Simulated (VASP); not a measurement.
# K (a cell with a defect) in VASP: single point with PBEsol

Aim: the single point of K (a cell with a defect) with PBEsol.

Program: VASP 6.6.1. These are calculated values, not measurements. Logs are shortened: lines on timing, memory, paths and dates and some standing lists are left out, and cuts for length are marked.

## Step 1: The cell of the first run

The cell holds a defect, 23 atoms: a = 12.826 Å, b = 12.826 Å, c = 12.826 Å, α = 80.41°, β = 70.53°, γ = 60.00°.

## Step 2: Single point, PBEsol

The input, INCAR:

```
SYSTEM = K
ALGO = Normal
EDIFF = 1E-6
ENCUT = 400
GGA = PS
GGA_COMPAT = .False.
ISIF = 2
ISMEAR = 0
LASPH = .True.
LCHARG = .True.
LELF = .True.
LREAL = .False.
LVHAR = .True.
LWAVE = .False.
NBANDS = 120
NELM = 120
PREC = Accurate
SIGMA = 0.1
```

The input, KPOINTS:

```
k-points
0
Gamma
  2 2 2
  0 0 0
```

The input, POSCAR:

```
K
1.0
   -5.2360000000      5.2360000000    -10.4720000000
    5.2360000000     10.4720000000     -5.2360000000
    5.2360000000     -5.2360000000    -10.4720000000
K
23
Direct
    0.7059920423      0.3380159155      0.8750000000
    0.7285160428      0.0000000000      0.7629619939
    0.8750000000      0.0000000000      0.3750000000
    0.8307877196      0.3399711612      0.4930466960
    0.8166645499      0.6425350140      0.6286213235
    0.4971223262      0.0000000000      0.5405852750
    0.4591995639      0.3574649860      0.6286213235
    0.4123004202      0.6996378915      0.7562224981
    0.1137792208      0.0000000000      0.6036151642
    0.1119383117      0.3003621085      0.7562224981
    0.0440079577      0.6619840845      0.8750000000
    0.9333354501      0.3574649860      0.1213786765
    0.9192122804      0.6600288388      0.2569533040
    0.6362207792      0.0000000000      0.1463848358
    0.5792411192      0.3399711612      0.2569533040
    0.5313650369      0.6872699262      0.3750000000
    0.2528776738      0.0000000000      0.2094147250
    0.2186349631      0.3127300738      0.3750000000
    0.1707588808      0.6600288388      0.4930466960
    0.6380616883      0.6996378915     -0.0062224981
    0.3376995798      0.3003621085     -0.0062224981
    0.2908004361      0.6425350140      0.1213786765
    0.0214839572      0.0000000000     -0.0129619939
```

Potentials or basis: VASP PAW PBE potentials, release 64 (K_sv).

Started as:

```bash
$ cat potpaw_PBE.64/K_sv/POTCAR > POTCAR
$ mpirun -np 1 vasp_std > vasp.out
```

OUTCAR:

```text
SYSTEM = K
   EDIFF = 1E-6
   ENCUT = 400
   GGA = PS
   ISIF = 2
   ISMEAR = 0
   LASPH = .True.
   LREAL = .False.
   NELM = 120
   PREC = Accurate

 ion  position               nearest neighbor table
   1  0.706  0.338  0.875-
   2  0.729  0.000  0.763-
   3  0.875  0.000  0.375-
   4  0.831  0.340  0.493-
   5  0.817  0.643  0.629-
   6  0.497  0.000  0.541-
[... 15 lines left out ...]
  22  0.291  0.643  0.121-
  23  0.021  0.000  0.987-

  LATTYP: Found a base centered monoclinic cell.
 ALAT       =    12.8255282932
 B/A-ratio  =     1.7320508076
 C/A-ratio  =     1.0000000000
 COS(beta)  =    -0.3333333333

  Lattice vectors:

 A1 = (  10.4720000000,   5.2360000000,   5.2360000000)
 A2 = (  -5.2360000000, -10.4720000000,   5.2360000000)
 A3 = (   5.2360000000,  -5.2360000000, -10.4720000000)

Analysis of symmetry for initial positions (statically):
=====================================================================
 Subroutine PRICEL returns:
 Original cell was already a primitive cell.

 Routine SETGRP: Setting up the symmetry group for a
 base centered monoclinic supercell.

 Subroutine GETGRP returns: Found  4 space group operations
 (whereof  2 operations were pure point group operations)
 out of a pool of  4 trial point group operations.

The static configuration has the point symmetry C_1h.
 The point group associated with its full space group is C_2h.

Analysis of symmetry for dynamics (positions and initial velocities):
=====================================================================
 Subroutine PRICEL returns:
 Original cell was already a primitive cell.

 Routine SETGRP: Setting up the symmetry group for a
 base centered monoclinic supercell.

 Subroutine GETGRP returns: Found  4 space group operations
 (whereof  2 operations were pure point group operations)
 out of a pool of  4 trial point group operations.

The dynamic configuration has the point symmetry C_1h.
 The point group associated with its full space group is C_2h.

 Subroutine INISYM returns: Found  4 space group operations
 (whereof  2 operations are pure point group operations),
 and found     1 'primitive' translations

----------------------------------------------------------------------------------------

                                     Primitive cell

  volume of cell :    1722.5830

  direct lattice vectors                    reciprocal lattice vectors
    -5.236000000  5.236000000-10.472000000    -0.079577285  0.015915457 -0.047746371
     5.236000000 10.472000000 -5.236000000     0.063661828  0.063661828  0.000000000
     5.236000000 -5.236000000-10.472000000     0.047746371 -0.047746371 -0.047746371

  length of vectors
    12.825528293 12.825528293 12.825528293     0.094157114  0.090031421  0.082699141

  position of ions in fractional coordinates (direct lattice)
     0.705992042  0.338015916  0.875000000
     0.728516043  0.000000000  0.762961994
     0.875000000  0.000000000  0.375000000
     0.830787720  0.339971161  0.493046696
     0.816664550  0.642535014  0.628621323
     0.497122326  0.000000000  0.540585275
[... 15 lines left out ...]
     0.290800436  0.642535014  0.121378677
     0.021483957  0.000000000  0.987038006

  ion indices of the primitive-cell ions
   primitive index   ion index
                 1           1
                 2           2
                 3           3
                 4           4
                 5           5
                 6           6
[... 15 lines left out ...]
                22          22
                23          23

----------------------------------------------------------------------------------------

 KPOINTS: k-points

Automatic generation of k-mesh.
 Grid dimensions read from file:
 generate k-points for:    2    2    2

 Generating k-lattice:

  Cartesian coordinates                     Fractional coordinates (reciprocal lattice)
    -0.039788643  0.007957729 -0.023873186     0.500000000 -0.000000000  0.000000000
     0.031830914  0.031830914  0.000000000     0.000000000  0.500000000  0.000000000
     0.023873186 -0.023873186 -0.023873186     0.000000000  0.000000000  0.500000000

  Length of vectors
     0.047078557  0.045015711  0.041349570

  Shift w.r.t. Gamma in fractional coordinates (k-lattice)
     0.000000000  0.000000000  0.000000000

 Subroutine IBZKPT returns following result:
 ===========================================

 Found      6 irreducible k-points:

 Following reciprocal coordinates:
            Coordinates               Weight
  0.000000  0.000000  0.000000      1.000000
  0.500000  0.000000  0.000000      2.000000
  0.000000  0.500000  0.000000      1.000000
  0.000000  0.000000  0.500000      1.000000
  0.500000 -0.000000  0.500000      2.000000
  0.000000  0.500000  0.500000      1.000000
   k-points           NKPTS =      6   k-points in BZ     NKDIM =      6   number of bands    NBANDS=    120
   number of dos      NEDOS =    301   number of ions     NIONS =     23
   total plane-waves  NPLWV = 592704
   dimension x,y,z NGX =    84 NGY =   84 NGZ =   84
   dimension x,y,z NGXF=   168 NGYF=  168 NGZF=  168
   ions per type =              23
   NGX,Y,Z   is equivalent  to a cutoff of  10.89, 10.89, 10.89 a.u.
   NGXF,Y,Z  is equivalent  to a cutoff of  21.78, 21.78, 21.78 a.u.
 SYSTEM =  K
   PREC   = accura    normal or accurate (medium, high low for compatibility)
   ISTART =      0    job   : 0-new  1-cont  2-samecut
   ICHARG =      2    charge: 1-file 2-atom 10-const
   ISPIN  =      1    spin polarized calculation?
   LNONCOLLINEAR =      F non collinear calculations
   LSORBIT =      F    spin-orbit coupling
   LASPH  =      T    aspherical Exc in radial PAW
   ENCUT  =  400.0 eV  29.40 Ry    5.42 a.u.  20.92 20.92 20.92*2*pi/ulx,y,z
   NELM   =    120;   NELMIN=  2; NELMDL= -5     # of ELM steps
   EDIFF  = 0.1E-05   stopping-criterion for ELM
   LREAL  =      F    real-space projection
   EDIFFG = 0.1E-04   stopping-criterion for IOM
   NSW    =      0    number of steps for IOM
   IBRION =     -1    ionic relax: 0-MD 1-quasi-New 2-CG
   NFREE  =      0    steps in history (QN), initial steepest desc. (CG)
   ISIF   =      2    stress and relaxation
   ISYM   =      2    0-nonsym 1-usesym 2-fastsym
   POTIM  = 0.5000    time-step for ionic-motion
   TEBEG  =    0.0;   TEEND  =   0.0 temperature during run
   PSTRESS=    0.0 pullay stress
   NELECT =     207.0000    total number of electrons
   NUPDOWN=      -1.0000    fix difference up-down
   EMIN   =  10.00;   EMAX   =-10.00  energy-range for DOS
   EFERMI =   0.00;   METHOD = LEGACY
   ISMEAR =     0;   SIGMA  =   0.10  broadening in eV -4-tet -1-fermi 0-gaus
   EFERMI_NEDOS =   21; number of points for ismear=-14 and -15
   IALGO  =     38    algorithm
   IMIX   =      4    mixing-type and parameters
     AMIX     =   0.40;   BMIX     =  1.00
     AMIX_MAG =   1.60;   BMIX_MAG =  1.00
  volume/ion in A,a.u.               =      74.89       505.42
  Fermi-wavevector in a.u.,A,eV,Ry     =   0.807864  1.526641  8.879763  0.652644
  Thomas-Fermi vector in A             =   1.916563
   LORBIT       =      0    0 simple, 1 ext, 2 COOP (PROOUT), +10 PAW based schemes
   GGA     = PS    functional components
   LHFCALC =     F    Hartree Fock is set to
   AEXX    =    0.0000 exact exchange contribution
   IVDW    =     0    specifies the selected vdW correction
   LEPSILON=     F    determine dielectric tensor
   LRPA    =     F    only Hartree local field effects (RPA)
 non-spin polarized calculation
 Gauss-broadening in eV      SIGMA  =   0.10
  energy-cutoff  :      400.00
  volume of cell :     1722.58
 maximum number of plane-waves:     31300
 NGX is ok and might be reduce to    84
   NGX = 41   NGY = 41   NGZ = 41

 number of electron     207.0000008 magnetization

 Free energy of the ion-electron system (eV)
  ---------------------------------------------------
  ext. energy  EPLUGINS =         0.00000000
  ---------------------------------------------------
  free energy    TOTEN  =       -25.66149098 eV

  energy without entropy =      -25.50210317  energy(sigma->0) =      -25.58179707

 E-fermi :  -0.0956     XC(G=0):  -5.6447

 val. band max:       -0.1053796827   @ k =   0.5000  -0.0000   0.5000
 cond. band min:      -0.0888541511   @ k =   0.0000   0.5000   0.5000
 fundamental gap:      0.0165255316
 Fermi energy:        -0.0956222641

 k-point     1 :       0.0000    0.0000    0.0000
  band No.  band energies     occupation
      1     -32.2388      2.00000
      2     -32.2387      2.00000
      3     -32.2293      2.00000
      4     -32.2291      2.00000
      5     -32.2214      2.00000
      6     -32.2207      2.00000
[... 107 lines left out ...]
    114       1.0999      0.00000
    115       1.1023      0.00000

 k-point     2 :       0.5000    0.0000    0.0000
  band No.  band energies     occupation
      1     -32.2388      2.00000
      2     -32.2387      2.00000
      3     -32.2293      2.00000
      4     -32.2291      2.00000
      5     -32.2211      2.00000
      6     -32.2211      2.00000
[... 107 lines left out ...]
    114       0.6503      0.00000
    115       0.6590      0.00000

 k-point     3 :       0.0000    0.5000    0.0000
  band No.  band energies     occupation
      1     -32.2388      2.00000
      2     -32.2387      2.00000
      3     -32.2293      2.00000
      4     -32.2291      2.00000
      5     -32.2213      2.00000
      6     -32.2208      2.00000
[... 107 lines left out ...]
    114       0.5381      0.00000
    115       1.0685      0.00000

 k-point     4 :       0.0000    0.0000    0.5000
  band No.  band energies     occupation
      1     -32.2388      2.00000
      2     -32.2387      2.00000
      3     -32.2292      2.00000
      4     -32.2292      2.00000
      5     -32.2213      2.00000
      6     -32.2207      2.00000
[... 107 lines left out ...]
    114       1.0339      0.00000
    115       1.0427      0.00000

 k-point     5 :       0.5000   -0.0000    0.5000
  band No.  band energies     occupation
      1     -32.2388      2.00000
      2     -32.2387      2.00000
      3     -32.2293      2.00000
      4     -32.2292      2.00000
      5     -32.2211      2.00000
      6     -32.2211      2.00000
[... 107 lines left out ...]
    114       0.7524      0.00000
    115       0.7615      0.00000

 k-point     6 :       0.0000    0.5000    0.5000
  band No.  band energies     occupation
      1     -32.2388      2.00000
      2     -32.2387      2.00000
      3     -32.2292      2.00000
      4     -32.2292      2.00000
      5     -32.2212      2.00000
      6     -32.2208      2.00000
[... 107 lines left out ...]
    114       0.5080      0.00000
    115       0.5608      0.00000
 [bands above 115 left out]

------------------------ aborting loop because EDIFF is reached ----------------------------------------

  FORCE on cell =-STRESS in cart. coord.  units (eV):
  Direction    XX          YY          ZZ          XY          YZ          ZX
  --------------------------------------------------------------------------------------
  -------------------------------------------------------------------------------------
  Total       -1.2591179     -1.2591179     -1.3975937     -0.8060462     -0.2770837      0.2770838
  in kB       -1.1711076     -1.1711076     -1.2999042     -0.7497049     -0.2577160      0.2577161
  external PRESSURE =      -1.2140398 kB  Pullay stress =       0.0000000 kB

 VOLUME and BASIS-vectors are now :
 -----------------------------------------------------------------------------
  energy-cutoff  :      400.00
  volume of cell :     1722.58
      direct lattice vectors                 reciprocal lattice vectors
    -5.236000000  5.236000000-10.472000000    -0.079577285  0.015915457 -0.047746371
     5.236000000 10.472000000 -5.236000000     0.063661828  0.063661828  0.000000000
     5.236000000 -5.236000000-10.472000000     0.047746371 -0.047746371 -0.047746371

 POSITION                                       TOTAL-FORCE (eV/Angst)
 -----------------------------------------------------------------------------------
      2.65478      2.65478    -18.32600         0.001865      0.001865      0.000000
      0.18036     -0.18036    -15.61876        -0.002121      0.002121     -0.004619
     -2.61800      2.61800    -13.09000        -0.000000      0.000000      0.000000
      0.01168      5.32859    -15.64328        -0.000733     -0.001002     -0.000504
      2.37972      7.71322    -18.49935         0.001592     -0.001666     -0.001183
      0.22757     -0.22757    -10.86687        -0.000111      0.000111      0.001132
[... 15 lines left out ...]
      2.47722      7.61572     -7.68065        -0.001666      0.001592      0.001183
      5.05564     -5.05564    -10.56124         0.002121     -0.002121      0.004619
 -----------------------------------------------------------------------------------
    total drift:                               -0.000000     -0.000000      0.000000

  FREE ENERGIE OF THE ION-ELECTRON SYSTEM (eV)
  ---------------------------------------------------
  free  energy   TOTEN  =       -25.6614909765 eV

  energy  without entropy=      -25.5021031707  energy(sigma->0) =      -25.58179707
```

It took 17 min on 1 thread of Intel Xeon 6975P-C (Granite Rapids), shared host; peak memory 1.2 GiB.

Results:

| Property | Result |
| --- | --- |
| Free energy | -25.6615 eV |
| Pressure | -0.1 GPa |
| Largest force | 0.006 eV/Å |
| Band gap on the k mesh | zero (an odd number of electrons rules out a gap without spin polarisation) |

Forces in eV/Å, atoms in the order of the input:
```
K    0.002  0.002  0.000
K   -0.002  0.002 -0.005
K    0.000  0.000  0.000
K   -0.001 -0.001 -0.001
K    0.002 -0.002 -0.001
K    0.000  0.000  0.001
K    0.002 -0.002 -0.001
K    0.000  0.002  0.002
K   -0.003  0.003 -0.002
K   -0.002  0.000  0.002
K   -0.002 -0.002  0.000
K   -0.002  0.002  0.001
K    0.001  0.001  0.001
K    0.003 -0.003  0.002
K   -0.001 -0.001  0.001
K    0.003  0.003  0.000
K    0.000  0.000 -0.001
K   -0.003 -0.003  0.000
K    0.001  0.001 -0.001
K    0.002  0.000 -0.002
K    0.000 -0.002 -0.002
K   -0.002  0.002  0.001
K    0.002 -0.002  0.005
```

Caveat: the PAW data sets were made with another functional, which shifts forces and pressure a little.
